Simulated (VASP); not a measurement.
Runs of VASP 6.6.1 on TiW. The structure is that of space group Cmmm (No. 65), or close to it. The cells are those of the table. 

```tsv
cell	gap on the mesh (eV)	pressure (GPa)
a = 2.797, b = 2.797, c = 4.527 Å, angles 90.0, 90.0, 109.5°, 2 atoms	none	-16.2
a = 2.724, b = 2.724, c = 4.408 Å, angles 90.0, 90.0, 109.5°, 2 atoms	none	-1.6
a = 2.815, b = 2.815, c = 4.556 Å, angles 90.0, 90.0, 109.5°, 2 atoms	none	-19.0
a = 2.779, b = 2.779, c = 4.498 Å, angles 90.0, 90.0, 109.5°, 2 atoms	none	-13.1
a = 2.705, b = 2.705, c = 4.377 Å, angles 90.0, 90.0, 109.5°, 2 atoms	none	3.1
a = 2.743, b = 2.743, c = 4.438 Å, angles 90.0, 90.0, 109.5°, 2 atoms	none	(b)
a = 2.761, b = 2.761, c = 4.468 Å, angles 90.0, 90.0, 109.5°, 2 atoms	none	(a)
```

Alike in all rows: task single point; level LDA; potentials or basis VASP PAW LDA potentials, release 64 (Ti_sv, W_sv); no spin polarisation; k mesh 11 × 11 × 7; cutoff (eV) 520; smearing fermi-dirac 0.1 eV.

**Question.** Fill in the values left out.

**Answer.** (a) -9.6; (b) -5.8.

Caveats: spin-orbit coupling is left out, which moves the levels of the heavy elements.

A k mesh can miss the band edges, and the runs leave out spin-orbit coupling on W.

A gap of «none» marks levels without a gap at the run's occupations.
